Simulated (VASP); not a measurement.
# LiCl (Fm-3m) in VASP: notebook

LiCl is run at these levels: PBEsol; tasks: relaxation of cell and atoms.

All numbers are computed with VASP 6.6.1; they aren't measurements. Logs are shortened: lines on timing, memory, paths and dates and some standing lists are left out, and cuts for length are marked.

### Step 1. The cell of the first run

Symmetry: Fm-3m, No. 225, cubic system. Conventional cell: a = 5.063 Å, b = 5.063 Å, c = 5.063 Å, α = 90.00°, β = 90.00°, γ = 90.00°. Within 3.3 Å of Li (site symmetry m-3m) lie 6 Cl at 2.53 Å. Cl (site symmetry m-3m) has 6 Li at 2.53 Å within 3.3 Å.

### Step 2. Relaxation of cell and atoms, PBEsol, target pressure 7 GPa, at which the enthalpy is minimised

The input, INCAR:

```
  PREC = Accurate
  ENCUT = 600
  EDIFF = 1E-7
  ISMEAR = 0
  SIGMA = 0.01
  LREAL = False
  LASPH = True
  NELM = 60
  ALGO = Normal
  ISIF = 3
  LWAVE = False
  LCHARG = False
  GGA = PS
  IBRION = 2
  NSW = 100
  EDIFFG = -0.002
  PSTRESS = 70.0
```

The input, KPOINTS:

```
regular mesh
0
Gamma
  8 8 8
```

The input, POSCAR:

```
LiCl
1.0
    0.0000000000      2.5314058748      2.5314058748
    2.5314058748      0.0000000000      2.5314058748
    2.5314058748      2.5314058748      0.0000000000
Li Cl
1 1
Direct
    0.0000000000      0.0000000000      0.0000000000
    0.5000000000      0.5000000000      0.5000000000
```

Potentials or basis: VASP PAW PBE potentials, release 64 (Li_sv, Cl).

The run is started by

```sh
$ cat potpaw_PBE.64/Li_sv/POTCAR potpaw_PBE.64/Cl/POTCAR > POTCAR
$ mpirun -np 1 vasp_std > vasp.out
```

OUTCAR:

```text
PREC = Accurate
   ENCUT = 600
   EDIFF = 1E-7
   ISMEAR = 0
   LREAL = False
   LASPH = True
   NELM = 60
   ISIF = 3
   GGA = PS
   IBRION = 2
   NSW = 100
   EDIFFG = -0.002
   PSTRESS = 70.0

 ion  position               nearest neighbor table
   1  0.000  0.000  0.000-   2 2.53   2 2.53   2 2.53   2 2.53   2 2.53   2 2.53
   2  0.500  0.500  0.500-   1 2.53   1 2.53   1 2.53   1 2.53   1 2.53   1 2.53

  LATTYP: Found a face centered cubic cell.
 ALAT       =     5.0628117496

  Lattice vectors:

 A1 = (   0.0000000000,   2.5314058748,   2.5314058748)
 A2 = (   2.5314058748,   0.0000000000,   2.5314058748)
 A3 = (   2.5314058748,   2.5314058748,   0.0000000000)

Analysis of symmetry for initial positions (statically):
[... 33 lines left out ...]
                                     Primitive cell

  volume of cell :      32.4426

  direct lattice vectors                    reciprocal lattice vectors
     0.000000000  2.531405875  2.531405875    -0.197518701  0.197518701  0.197518701
     2.531405875  0.000000000  2.531405875     0.197518701 -0.197518701  0.197518701
     2.531405875  2.531405875  0.000000000     0.197518701  0.197518701 -0.197518701

  length of vectors
     3.579948520  3.579948520  3.579948520     0.342112426  0.342112426  0.342112426

  position of ions in fractional coordinates (direct lattice)
     0.000000000  0.000000000  0.000000000
     0.500000000  0.500000000  0.500000000

  ion indices of the primitive-cell ions
   primitive index   ion index
                 1           1
                 2           2

----------------------------------------------------------------------------------------

 KPOINTS: regular mesh

Automatic generation of k-mesh.
 Grid dimensions read from file:
 generate k-points for:    8    8    8

 Generating k-lattice:

  Cartesian coordinates                     Fractional coordinates (reciprocal lattice)
    -0.024689838  0.024689838  0.024689838     0.125000000  0.000000000  0.000000000
     0.024689838 -0.024689838  0.024689838     0.000000000  0.125000000  0.000000000
     0.024689838  0.024689838 -0.024689838     0.000000000  0.000000000  0.125000000

  Length of vectors
     0.042764053  0.042764053  0.042764053

  Shift w.r.t. Gamma in fractional coordinates (k-lattice)
     0.000000000  0.000000000  0.000000000

 Subroutine IBZKPT returns following result:
 ===========================================

 Found     29 irreducible k-points:

 Following reciprocal coordinates:
            Coordinates               Weight
  0.000000  0.000000  0.000000      1.000000
  0.125000  0.000000  0.000000      8.000000
  0.250000  0.000000  0.000000      8.000000
  0.375000  0.000000  0.000000      8.000000
  0.500000  0.000000  0.000000      4.000000
  0.125000  0.125000  0.000000      6.000000
[... 16 lines left out ...]
  0.500000  0.250000  0.125000     48.000000
 -0.375000  0.250000  0.125000     24.000000
 [... further k-points ...]
   k-points           NKPTS =     29   k-points in BZ     NKDIM =     29   number of bands    NBANDS=      9
   number of dos      NEDOS =    301   number of ions     NIONS =      2
   total plane-waves  NPLWV =  27000
   dimension x,y,z NGX =    30 NGY =   30 NGZ =   30
   dimension x,y,z NGXF=    60 NGYF=   60 NGZF=   60
   ions per type =               1   1
   NGX,Y,Z   is equivalent  to a cutoff of  13.93, 13.93, 13.93 a.u.
   NGXF,Y,Z  is equivalent  to a cutoff of  27.86, 27.86, 27.86 a.u.
 SYSTEM =  unknown system
   PREC   = accura    normal or accurate (medium, high low for compatibility)
   ISTART =      0    job   : 0-new  1-cont  2-samecut
   ICHARG =      2    charge: 1-file 2-atom 10-const
   ISPIN  =      1    spin polarized calculation?
   LNONCOLLINEAR =      F non collinear calculations
   LSORBIT =      F    spin-orbit coupling
   LASPH  =      T    aspherical Exc in radial PAW
   ENCUT  =  600.0 eV  44.10 Ry    6.64 a.u.   7.15  7.15  7.15*2*pi/ulx,y,z
   NELM   =     60;   NELMIN=  2; NELMDL= -5     # of ELM steps
   EDIFF  = 0.1E-06   stopping-criterion for ELM
   LREAL  =      F    real-space projection
   EDIFFG = -.2E-02   stopping-criterion for IOM
   NSW    =    100    number of steps for IOM
   IBRION =      2    ionic relax: 0-MD 1-quasi-New 2-CG
   NFREE  =      1    steps in history (QN), initial steepest desc. (CG)
   ISIF   =      3    stress and relaxation
   ISYM   =      2    0-nonsym 1-usesym 2-fastsym
   POTIM  = 0.5000    time-step for ionic-motion
   TEBEG  =    0.0;   TEEND  =   0.0 temperature during run
   PSTRESS=   70.0 pullay stress
   NELECT =      10.0000    total number of electrons
   NUPDOWN=      -1.0000    fix difference up-down
   EMIN   =  10.00;   EMAX   =-10.00  energy-range for DOS
   EFERMI =   0.00;   METHOD = LEGACY
   ISMEAR =     0;   SIGMA  =   0.01  broadening in eV -4-tet -1-fermi 0-gaus
   EFERMI_NEDOS =   21; number of points for ismear=-14 and -15
   IALGO  =     38    algorithm
   IMIX   =      4    mixing-type and parameters
     AMIX     =   0.40;   BMIX     =  1.00
     AMIX_MAG =   1.60;   BMIX_MAG =  1.00
  volume/ion in A,a.u.               =      16.22       109.47
  Fermi-wavevector in a.u.,A,eV,Ry     =   1.105867  2.089786 16.639145  1.222943
  Thomas-Fermi vector in A             =   2.242360
   LORBIT       =      0    0 simple, 1 ext, 2 COOP (PROOUT), +10 PAW based schemes
   GGA     = PS    functional components
   LHFCALC =     F    Hartree Fock is set to
   AEXX    =    0.0000 exact exchange contribution
   IVDW    =     0    specifies the selected vdW correction
   LEPSILON=     F    determine dielectric tensor
   LRPA    =     F    only Hartree local field effects (RPA)
 conjugate gradient relaxation of ions
 non-spin polarized calculation
 Gauss-broadening in eV      SIGMA  =   0.01
  energy-cutoff  :      600.00
  volume of cell :       32.44
 maximum number of plane-waves:      1106
 NGX is ok and might be reduce to    30
   NGX = 15   NGY = 15   NGZ = 15

--------------------------------------- Ionic step        1  -------------------------------------------

 number of electron      10.0000000 magnetization

 number of electron       9.9999995 magnetization

 Free energy of the ion-electron system (eV)
  ---------------------------------------------------
  ext. energy  EPLUGINS =         0.00000000
  ---------------------------------------------------
  free energy    TOTEN  =        -7.63945328 eV

  energy without entropy =       -7.63945328  energy(sigma->0) =       -7.63945328

------------------------ aborting loop because EDIFF is reached ----------------------------------------

  FORCE on cell =-STRESS in cart. coord.  units (eV):
  Direction    XX          YY          ZZ          XY          YZ          ZX
  --------------------------------------------------------------------------------------
  -------------------------------------------------------------------------------------
  Total       -0.0068463     -0.0068463     -0.0068463     -0.0000000      0.0000000      0.0000000
  in kB       -0.3381068     -0.3381068     -0.3381068     -0.0000000      0.0000000      0.0000000
  external PRESSURE =     -70.3381068 kB  Pullay stress =      70.0000000 kB

 VOLUME and BASIS-vectors are now :
 -----------------------------------------------------------------------------
  energy-cutoff  :      600.00
  volume of cell :       32.44
      direct lattice vectors                 reciprocal lattice vectors
     0.000000000  2.531405875  2.531405875    -0.197518701  0.197518701  0.197518701
     2.531405875  0.000000000  2.531405875     0.197518701 -0.197518701  0.197518701
     2.531405875  2.531405875  0.000000000     0.197518701  0.197518701 -0.197518701
[... 84 lines left out ...]
  FREE ENERGIE OF THE ION-ELECTRON SYSTEM (eV)
  ---------------------------------------------------
  free  energy   TOTEN  =        -7.5595668948 eV

  energy  without entropy=       -7.5595668948  energy(sigma->0) =       -7.55956689

  enthalpy is  TOTEN    =        -6.3304898098 eV   P V=        1.2290770850

--------------------------------------- Ionic step        4  -------------------------------------------

 number of electron      10.0000002 magnetization

 Free energy of the ion-electron system (eV)
  ---------------------------------------------------
  ext. energy  EPLUGINS =         0.00000000
  ---------------------------------------------------
  free energy    TOTEN  =        -7.55559009 eV

  energy without entropy =       -7.55559009  energy(sigma->0) =       -7.55559009

 E-fermi :   2.2022     XC(G=0):  -9.7391

 val. band max:        2.0988059053   @ k =   0.0000   0.0000   0.0000
 cond. band min:       8.8208810602   @ k =   0.5000   0.0000   0.0000
 fundamental gap:      6.7220751549
 Fermi energy:         2.2021898512

 k-point     1 :       0.0000    0.0000    0.0000
  band No.  band energies     occupation
      1     -40.4933      2.00000
      2     -12.0612      2.00000
      3       2.0988      2.00000
      4       2.0988      2.00000
      5       2.0988      2.00000
      6       9.4410      0.00000
      7      14.0110      0.00000
      8      14.0110      0.00000
      9      14.0110      0.00000

 k-point     2 :       0.1250    0.0000    0.0000
  band No.  band energies     occupation
      1     -40.4921      2.00000
      2     -11.9508      2.00000
      3       1.4107      2.00000
      4       2.0401      2.00000
      5       2.0401      2.00000
      6       9.8809      0.00000
      7      13.3137      0.00000
      8      14.0297      0.00000
      9      14.0297      0.00000
[... 253 lines left out ...]
 k-point    24 :      -0.3750    0.2500    0.1250
  band No.  band energies     occupation
      1     -40.4844      2.00000
      2     -11.0000      2.00000
      3      -1.3095      2.00000
      4       0.2731      2.00000
      5       1.2867      2.00000
      6      10.5014      0.00000
      7      11.5501      0.00000
      8      12.9444      0.00000
      9      14.9190      0.00000

 [... further k-points ...]

------------------------ aborting loop because EDIFF is reached ----------------------------------------

  FORCE on cell =-STRESS in cart. coord.  units (eV):
  Direction    XX          YY          ZZ          XY          YZ          ZX
  --------------------------------------------------------------------------------------
  -------------------------------------------------------------------------------------
  Total        1.2261001      1.2261001      1.2261001      0.0000000      0.0000000      0.0000000
  in kB       70.0603878     70.0603878     70.0603878      0.0000000      0.0000000      0.0000000
  external PRESSURE =       0.0603878 kB  Pullay stress =      70.0000000 kB

 VOLUME and BASIS-vectors are now :
 -----------------------------------------------------------------------------
  energy-cutoff  :      600.00
  volume of cell :       28.04
      direct lattice vectors                 reciprocal lattice vectors
    -0.000000000  2.411263446  2.411263446    -0.207360171  0.207360171  0.207360171
     2.411263446  0.000000000  2.411263446     0.207360171 -0.207360171  0.207360171
     2.411263446  2.411263446 -0.000000000     0.207360171  0.207360171 -0.207360171

 POSITION                                       TOTAL-FORCE (eV/Angst)
 -----------------------------------------------------------------------------------
     -0.00000      2.41126      2.41126         0.000000      0.000000     -0.000000
      2.41126      2.41126      2.41126        -0.000000     -0.000000      0.000000
 -----------------------------------------------------------------------------------
    total drift:                                0.000000      0.000000      0.000000

  FREE ENERGIE OF THE ION-ELECTRON SYSTEM (eV)
  ---------------------------------------------------
  free  energy   TOTEN  =        -7.5555900914 eV

  energy  without entropy=       -7.5555900914  energy(sigma->0) =       -7.55559009

  enthalpy is  TOTEN    =        -6.3305467882 eV   P V=        1.2250433032

 reached required accuracy - stopping structural energy minimisation
```

It took 26 s on 1 thread of Intel Xeon 6975P-C (Granite Rapids), shared host; peak memory 0.17 GiB.

What came out:

* Free energy: -7.5556 eV
* Relaxed volume: 14.02 Å³/atom
* Relaxed cell: a = 3.410 Å, b = 3.410 Å, c = 3.410 Å, α = 60.00°, β = 60.00°, γ = 60.00°
* Space group after relaxing (to 0.05 Å): Fm-3m (No. 225)
* Energy change on relaxing (the enthalpy is what falls): +41.9 meV/atom
* Ionic steps: 4
* Pressure after relaxing: 7.0 GPa
* Band gap on the k mesh: 6.72 eV, indirect (least direct gap 7.08 eV)

The path:
```
step  energy change (eV)  largest force (eV/Å)  pressure (GPa)  volume (Å³)
   1              0.0000                0.0000           -0.03        32.44
   2              0.0417                0.0000            4.59        29.21
   3              0.0799                0.0000            6.80        28.13
   4              0.0839                0.0000            7.01        28.04
```

Final structure:
```
Li Cl
1.0
     0.00000    2.41126    2.41126
     2.41126    0.00000    2.41126
     2.41126    2.41126    0.00000
Li Cl
1 1
Direct
  0.00000 0.00000 0.00000
  0.50000 0.50000 0.50000
```

Levels at points of the mesh, in eV from the valence-band top:
```tsv
k point	band 2	band 3	band 4	band 5	band 6	band 7	band 8	band 9
(0.00, 0.00, 0.00)	-14.16	0.00	0.00	0.00	7.34	11.91	11.91	11.91
(0.50, 0.00, 0.00)	-13.29	-3.72	-0.36	-0.36	6.72	9.39	9.39	14.85
(0.50, 0.50, 0.00)	-12.87	-3.93	-1.53	-1.53	7.72	8.15	13.97	15.45
```

Caveat: the cutoff is under 1.25 times the usual one of these potentials, so pressure, stress and relaxed cells hold a basis-set (Pulay) error; the cell is relaxed towards a set pressure, so the enthalpy falls and the energy may rise; the PAW data sets were made with another functional, which shifts forces and pressure a little. PBEsol gaps usually lie below the measured ones, often by a third to a half.

(Continued in part 2 of 2.)
